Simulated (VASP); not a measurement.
## LiF: single point with PBE

Crystal: LiF.

```
Li F
1.0
     2.55953    0.00000    0.00000
     0.00000    2.55953    0.00000
     0.00000    0.00000    2.55953
Li F
1 1
Direct
  0.00000 0.00000 0.08791
  0.50000 0.50000 0.50000
```

This cell differs from its parent crystal: one atom moved.

| Quantity | Value |
| --- | --- |
| Program | VASP 6.6.1 |
| Task | single point |
| Functional | PBE |
| Potentials or basis | VASP PAW PBE potentials, release 64 (Li_sv, F) |
| Cutoff | 520 eV |
| k mesh | 10 × 10 × 10 |
| Occupations | gaussian, width 0.02 eV |
| Spin | no spin polarisation |
| Dipole correction | no |
| Further INCAR settings | ALGO = Normal; EDIFF = 1e-07; NBANDS = 12 |

```yaml
Largest_force: 0.065 eV/Å
Band_gap_on_the_k_mesh: 7.46 eV, indirect (least direct gap 8.10 eV)
```

Forces in eV/Å, atoms in the order of the input:
```
Li   0.000  0.000  0.065
F    0.000  0.000 -0.065
```

Levels at points of the mesh, in eV from the valence-band top:
```
           k point  band 3  band 4  band 5  band 6  band 7  band 8
(0.00, 0.00, 0.00)   -0.71   -0.71   -0.64    7.46   18.19   18.84
(0.50, 0.00, 0.00)   -3.67   -0.32   -0.28    9.26   13.77   20.27
(0.00, 0.00, 0.50)   -3.68   -0.33   -0.33    9.10   14.22   20.49
(0.50, 0.50, 0.00)   -3.29   -3.29    0.00   13.43   13.81   13.81
(0.00, 0.50, 0.50)   -3.22   -3.20   -0.04   11.85   13.78   15.43
(0.50, 0.50, 0.50)   -2.33   -2.33   -2.23   11.21   11.35   11.35
```

Wall time 15 s on 1 thread of Intel(R) Xeon(R) Platinum 8259CL CPU @ 2.50GHz (Skylake/Cascade Lake), on a shared host, peak memory 0.13 GiB.

Caveat: the cell differs from its parent crystal (one atom moved). A k mesh can miss the band edges.
